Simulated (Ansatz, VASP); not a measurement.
**Two plane-wave programs on NaH**

The input INCAR:

```
SYSTEM = NaH
PREC = Accurate ; ENCUT = 520
EDIFF = 1E-7 ; ISMEAR = 0
SIGMA = 0.05 ; LREAL = .FALSE.
LASPH = .TRUE. ; NELM = 100
ALGO = Normal ; ISIF = 2
LWAVE = .FALSE. ; LCHARG = .FALSE.
GGA = PE ; NBANDS = 11
```

KPOINTS

```
Automatic mesh
0
G
  10 10 10
  0 0 0
```

Contents of POSCAR:

```
NaH
1.0
    2.9551240000      0.0000000000      0.0000000000
    0.0000000000      2.9551240000      0.0000000000
    0.0000000000      0.0000000000      3.0290021000
Na H
1 1
Direct
    0.0000000000      0.0000000000      0.0000000000
    0.5000000000      0.5000000000      0.5000000000
```

Input for Ansatz:

```yaml
crystal:
  lattice:
    - [2.955124, 0.0, 0.0]
    - [0.0, 2.955124, 0.0]
    - [0.0, 0.0, 3.0290021]
  atoms:
    - { symbol: Na, position: [0.0, 0.0, 0.0] }
    - { symbol: H, position: [0.5, 0.5, 0.5] }
basis:
  ecutwfc: 420
kpoints:
  mp_grid: { grid: [10, 10, 10] }
hamiltonian:
  xc: pbe
scf:
  occupations: { method: gaussian, width: 0.05 }
output:
  forces: true
  stress: true
  eigenvalues: true
```

Change from the starting cell: strain +0.000 along x and y, +0.025 along z, atoms carried along.

Alike in both runs: task single point; functional PBE; k mesh 10 × 10 × 10; occupations gaussian, width 0.05 eV; no spin polarisation.

|  | VASP | Ansatz |
| --- | --- | --- |
| version | VASP 6.6.1 | Ansatz 0.2.0 |
| potentials or method | VASP PAW PBE potentials, release 64 (Na_pv, H), cutoff 520 eV | scalar-relativistic, plane waves, PAW |
| valence electrons in the cell | 8 | 10 |

```csv
,VASP,Ansatz,Ansatz less VASP
gap on the k mesh at the Fermi level (eV),0.87,0.87,+0.003
least direct gap on the mesh (eV),4.31,4.31,+0.005
pressure (GPa),-0.4,-0.4,+0.05
"traceless stress, the component that is largest in VASP (GPa)",-1.80,-1.80,-0.001
```

VASP's potentials hold 8 valence electrons a cell and Ansatz's 10, so a difference there can come from the potentials and not from the codes.
